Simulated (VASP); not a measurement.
# MgB2 (P6/mmm) in VASP: a series of runs

The runs below take MgB2 through single point, with r2SCAN, r2SCAN+rVV10.

Program: VASP 6.6.1. These are calculated values, not measurements. Logs are shortened: lines on timing, memory, paths and dates and some standing lists are left out, and cuts for length are marked.

## Step 1: The cell of the first run

Symmetry: P6/mmm, No. 191, hexagonal system. Conventional cell: a = 3.090 Å, b = 3.090 Å, c = 3.512 Å, α = 90.00°, β = 90.00°, γ = 120.00°. Mg (site symmetry 6/mmm) has 12 B at 2.50 Å and 6 Mg at 3.09 Å within 3.3 Å. Within 2.4 Å of B (site symmetry -6m2) lie 3 B at 1.78 Å.

## Step 2: Single point, r2SCAN

POSCAR reads:

```
MgB2
1.0
    3.0897861850      0.0000000000      0.0000000000
   -1.5448930925      2.6758333285      0.0000000000
    0.0000000000      0.0000000000      3.5120909540
Mg B
1 2
Direct
    0.0000000000      0.0000000000      0.0000000000
    0.3333333333      0.6666666667      0.5000000000
    0.6666666667      0.3333333333      0.5000000000
```

INCAR.step1 reads:

```
PREC = Accurate ; ENCUT = 520
ISMEAR = 0 ; SIGMA = 0.05
LREAL = False ; LASPH = True
NELM = 80 ; NBANDS = 11
GGA = PE ; ALGO = Normal
EDIFF = 1E-4 ; LWAVE = True
LCHARG = False
```

INCAR.step2 reads:

```
PREC = Accurate ; ENCUT = 520
EDIFF = 1E-7 ; ISMEAR = 0
SIGMA = 0.05 ; LREAL = False
LASPH = True ; NELM = 80
ALGO = Normal ; ISIF = 2
LWAVE = False ; LCHARG = True
METAGGA = R2SCAN ; LMIXTAU = True
LELF = True ; LVHAR = True
NBANDS = 11 ; ISTART = 1
```

KPOINTS reads:

```
regular mesh
0
Gamma
  8 8 6
```

Potentials or basis: VASP PAW PBE potentials, release 64 (Mg, B).

Started as:

```sh
$ cat potpaw_PBE.64/Mg/POTCAR potpaw_PBE.64/B/POTCAR > POTCAR
$ cp INCAR.step1 INCAR
$ mpirun -np 1 vasp_std > vasp.out
$ cp INCAR.step2 INCAR
$ mpirun -np 1 vasp_std > vasp.out
```

OUTCAR:

```text
PREC = Accurate
   ENCUT = 520
   EDIFF = 1E-7
   ISMEAR = 0
   LREAL = False
   LASPH = True
   NELM = 80
   ISIF = 2
   METAGGA = R2SCAN
   ISTART = 1

 ion  position               nearest neighbor table
   1  0.000  0.000  0.000-   2 2.50   3 2.50   2 2.50   3 2.50   3 2.50   3 2.50   2 2.50   2 2.50
                             3 2.50   3 2.50   2 2.50   2 2.50
   2  0.333  0.667  0.500-   3 1.78   3 1.78   3 1.78   1 2.50   1 2.50   1 2.50   1 2.50   1 2.50
                             1 2.50
   3  0.667  0.333  0.500-   2 1.78   2 1.78   2 1.78   1 2.50   1 2.50   1 2.50   1 2.50   1 2.50
                             1 2.50

  LATTYP: Found a hexagonal cell.
 ALAT       =     3.0897861850
 C/A-ratio  =     1.1366776676

  Lattice vectors:

 A1 = (   3.0897861850,   0.0000000000,   0.0000000000)
 A2 = (  -1.5448930925,   2.6758333285,   0.0000000000)
 A3 = (   0.0000000000,   0.0000000000,   3.5120909540)

Analysis of symmetry for initial positions (statically):
=====================================================================
 Subroutine PRICEL returns:
 Original cell was already a primitive cell.

 Routine SETGRP: Setting up the symmetry group for a
 hexagonal supercell.

 Subroutine GETGRP returns: Found 24 space group operations
 (whereof 24 operations were pure point group operations)
 out of a pool of 24 trial point group operations.

The static configuration has the point symmetry D_6h.

Analysis of symmetry for dynamics (positions and initial velocities):
=====================================================================
 Subroutine PRICEL returns:
 Original cell was already a primitive cell.

 Routine SETGRP: Setting up the symmetry group for a
 hexagonal supercell.

 Subroutine GETGRP returns: Found 24 space group operations
 (whereof 24 operations were pure point group operations)
 out of a pool of 24 trial point group operations.

The dynamic configuration has the point symmetry D_6h.

 Subroutine INISYM returns: Found 24 space group operations
 (whereof 24 operations are pure point group operations),
 and found     1 'primitive' translations

----------------------------------------------------------------------------------------

                                     Primitive cell

  volume of cell :      29.0371

  direct lattice vectors                    reciprocal lattice vectors
     3.089786185  0.000000000  0.000000000     0.323646990  0.186857677  0.000000000
    -1.544893092  2.675833328  0.000000000     0.000000000  0.373715354  0.000000000
     0.000000000  0.000000000  3.512090954     0.000000000  0.000000000  0.284730667

  length of vectors
     3.089786185  3.089786185  3.512090954     0.373715354  0.373715354  0.284730667

  position of ions in fractional coordinates (direct lattice)
     0.000000000  0.000000000  0.000000000
     0.333333333  0.666666667  0.500000000
     0.666666667  0.333333333  0.500000000

  ion indices of the primitive-cell ions
   primitive index   ion index
                 1           1
                 2           2
                 3           3

----------------------------------------------------------------------------------------

 KPOINTS: regular mesh

Automatic generation of k-mesh.
 Grid dimensions read from file:
 generate k-points for:    8    8    6

 Generating k-lattice:

  Cartesian coordinates                     Fractional coordinates (reciprocal lattice)
     0.040455874  0.023357210  0.000000000     0.125000000  0.000000000  0.000000000
     0.000000000  0.046714419  0.000000000     0.000000000  0.125000000  0.000000000
     0.000000000  0.000000000  0.047455111     0.000000000  0.000000000  0.166666667

  Length of vectors
     0.046714419  0.046714419  0.047455111

  Shift w.r.t. Gamma in fractional coordinates (k-lattice)
     0.000000000  0.000000000  0.000000000

 Subroutine IBZKPT returns following result:
 ===========================================

 Found     40 irreducible k-points:

 Following reciprocal coordinates:
            Coordinates               Weight
  0.000000  0.000000  0.000000      1.000000
  0.125000  0.000000  0.000000      6.000000
  0.250000  0.000000  0.000000      6.000000
  0.375000  0.000000  0.000000      6.000000
  0.500000  0.000000  0.000000      3.000000
  0.125000  0.125000  0.000000      6.000000
[... 16 lines left out ...]
  0.250000  0.000000  0.333333     12.000000
  0.375000  0.000000  0.333333     12.000000
 [... further k-points ...]
   k-points           NKPTS =     40   k-points in BZ     NKDIM =     40   number of bands    NBANDS=     11
   number of dos      NEDOS =    301   number of ions     NIONS =      3
   total plane-waves  NPLWV =  16128
   dimension x,y,z NGX =    24 NGY =   24 NGZ =   28
   dimension x,y,z NGXF=    48 NGYF=   48 NGZF=   56
   ions per type =               1   2
   NGX,Y,Z   is equivalent  to a cutoff of  12.91, 12.91, 13.25 a.u.
   NGXF,Y,Z  is equivalent  to a cutoff of  25.83, 25.83, 26.51 a.u.
 SYSTEM =  unknown system
   PREC   = accura    normal or accurate (medium, high low for compatibility)
   ISTART =      1    job   : 0-new  1-cont  2-samecut
   ICHARG =      0    charge: 1-file 2-atom 10-const
   ISPIN  =      1    spin polarized calculation?
   LNONCOLLINEAR =      F non collinear calculations
   LSORBIT =      F    spin-orbit coupling
   LASPH  =      T    aspherical Exc in radial PAW
   ENCUT  =  520.0 eV  38.22 Ry    6.18 a.u.   5.74  5.74  6.53*2*pi/ulx,y,z
   NELM   =     80;   NELMIN=  2; NELMDL=  0     # of ELM steps
   EDIFF  = 0.1E-06   stopping-criterion for ELM
   LREAL  =      F    real-space projection
   EDIFFG = 0.1E-05   stopping-criterion for IOM
   NSW    =      0    number of steps for IOM
   IBRION =     -1    ionic relax: 0-MD 1-quasi-New 2-CG
   NFREE  =      0    steps in history (QN), initial steepest desc. (CG)
   ISIF   =      2    stress and relaxation
   ISYM   =      2    0-nonsym 1-usesym 2-fastsym
   POTIM  = 0.5000    time-step for ionic-motion
   TEBEG  =    0.0;   TEEND  =   0.0 temperature during run
   PSTRESS=    0.0 pullay stress
   NELECT =       8.0000    total number of electrons
   NUPDOWN=      -1.0000    fix difference up-down
   EMIN   =  10.00;   EMAX   =-10.00  energy-range for DOS
   EFERMI =   0.00;   METHOD = LEGACY
   ISMEAR =     0;   SIGMA  =   0.05  broadening in eV -4-tet -1-fermi 0-gaus
   EFERMI_NEDOS =   21; number of points for ismear=-14 and -15
   IALGO  =     38    algorithm
   IMIX   =      4    mixing-type and parameters
     AMIX     =   0.40;   BMIX     =  1.00
     AMIX_MAG =   1.60;   BMIX_MAG =  1.00
  volume/ion in A,a.u.               =       9.68        65.32
  Fermi-wavevector in a.u.,A,eV,Ry     =   1.065255  2.013041 15.439471  1.134769
  Thomas-Fermi vector in A             =   2.200801
   LORBIT       =      0    0 simple, 1 ext, 2 COOP (PROOUT), +10 PAW based schemes
   METAGGA = R2SCAN    functional components
   LHFCALC =     F    Hartree Fock is set to
   AEXX    =    0.0000 exact exchange contribution
   IVDW    =     0    specifies the selected vdW correction
   LEPSILON=     F    determine dielectric tensor
   LRPA    =     F    only Hartree local field effects (RPA)
 non-spin polarized calculation
 Gauss-broadening in eV      SIGMA  =   0.05
  energy-cutoff  :      520.00
  volume of cell :       29.04
 maximum number of plane-waves:       792
 NGX is ok and might be reduce to    24
   NGX = 11   NGY = 11   NGZ = 13

 number of electron       8.0000000 magnetization

 Free energy of the ion-electron system (eV)
  ---------------------------------------------------
  ext. energy  EPLUGINS =         0.00000000
  ---------------------------------------------------
  free energy    TOTEN  =       -19.39039782 eV

  energy without entropy =      -19.38881294  energy(sigma->0) =      -19.38960538

 E-fermi :   5.3358     XC(G=0): -11.5297

 val. band max:        5.3135701772   @ k =   0.1250   0.0000   0.3333
 cond. band min:       5.3502659758   @ k =   0.2500   0.2500   0.0000
 fundamental gap:      0.0366957986
 Fermi energy:         5.3358182420

 k-point     1 :       0.0000    0.0000    0.0000
  band No.  band energies     occupation
      1      -7.9279      2.00000
      2       2.2122      2.00000
      3       5.6535      0.00000
      4       5.6535      0.00000
      5       7.3082      0.00000
      6      11.8573      0.00000
      7      11.8573      0.00000
      8      13.6794      0.00000
      9      16.0638      0.00000
     10      19.0388      0.00000
     11      22.5376      0.00000

 k-point     2 :       0.1250    0.0000    0.0000
  band No.  band energies     occupation
      1      -7.6428      2.00000
      2       2.4908      2.00000
      3       4.2831      2.00000
      4       5.0351      2.00000
      5       7.5561      0.00000
      6      11.6584      0.00000
      7      13.0581      0.00000
      8      14.3866      0.00000
      9      15.0157      0.00000
     10      20.3222      0.00000
     11      21.3761      0.00000

 k-point     3 :       0.2500    0.0000    0.0000
  band No.  band energies     occupation
      1      -6.7953      2.00000
      2       1.6374      2.00000
      3       3.3101      2.00000
      4       3.9848      2.00000
      5       8.2775      0.00000
      6      10.9637      0.00000
      7      12.6104      0.00000
      8      15.2263      0.00000
      9      15.7935      0.00000
     10      20.2319      0.00000
     11      20.3907      0.00000
[... 267 lines left out ...]
 k-point    23 :       0.2500    0.0000    0.3333
  band No.  band energies     occupation
      1      -5.9869      2.00000
      2      -0.2555      2.00000
      3       2.1323      2.00000
      4       4.2361      2.00000
      5       9.3416      0.00000
      6      11.5151      0.00000
      7      14.5652      0.00000
      8      16.0730      0.00000
      9      16.5103      0.00000
     10      17.1862      0.00000
     11      17.8666      0.00000

 k-point    24 :       0.3750    0.0000    0.3333
  band No.  band energies     occupation
      1      -4.6661      2.00000
      2      -0.4537      2.00000
      3       1.1740      2.00000
      4       3.4573      2.00000
      5       6.5266      0.00000
      6      11.0221      0.00000
      7      15.4565      0.00000
      8      15.6644      0.00000
      9      16.4104      0.00000
     10      19.2136      0.00000
     11      19.5087      0.00000

 [... further k-points ...]

------------------------ aborting loop because EDIFF is reached ----------------------------------------

  FORCE on cell =-STRESS in cart. coord.  units (eV):
  Direction    XX          YY          ZZ          XY          YZ          ZX
  --------------------------------------------------------------------------------------
  -------------------------------------------------------------------------------------
  Total       -0.4551006     -0.4551006     -0.5247743      0.0000000      0.0000000      0.0000000
  in kB      -25.1110414    -25.1110414    -28.9554241      0.0000000      0.0000000      0.0000000
  external PRESSURE =     -26.3925023 kB  Pullay stress =       0.0000000 kB

 VOLUME and BASIS-vectors are now :
 -----------------------------------------------------------------------------
  energy-cutoff  :      520.00
  volume of cell :       29.04
      direct lattice vectors                 reciprocal lattice vectors
     3.089786185  0.000000000  0.000000000     0.323646990  0.186857677  0.000000000
    -1.544893092  2.675833328  0.000000000     0.000000000  0.373715354  0.000000000
     0.000000000  0.000000000  3.512090954     0.000000000  0.000000000  0.284730667

 POSITION                                       TOTAL-FORCE (eV/Angst)
 -----------------------------------------------------------------------------------
      0.00000      0.00000      0.00000         0.000000      0.000000      0.000000
     -0.00000      1.78389      1.75605        -0.000000      0.000000      0.000000
      1.54489      0.89194      1.75605         0.000000      0.000000      0.000000
 -----------------------------------------------------------------------------------
    total drift:                                0.000000     -0.000000      0.000000

  FREE ENERGIE OF THE ION-ELECTRON SYSTEM (eV)
  ---------------------------------------------------
  free  energy   TOTEN  =       -19.3903978205 eV

  energy  without entropy=      -19.3888129355  energy(sigma->0) =      -19.38960538
```

Run time: 89 s. Hardware: 1 thread of Intel Xeon 8259CL, shared host; peak memory 0.15 GiB.

What came out:

| Quantity | Value |
| --- | --- |
| Free energy | -19.3904 eV |
| Pressure | -2.6 GPa |
| Band gap on the k mesh | zero (bands 4 and 5 overlap by 2.69 eV) |

Caveat: the PAW data sets were made with another functional, which shifts forces and pressure a little.

(Part 1 of 2 ends here.)
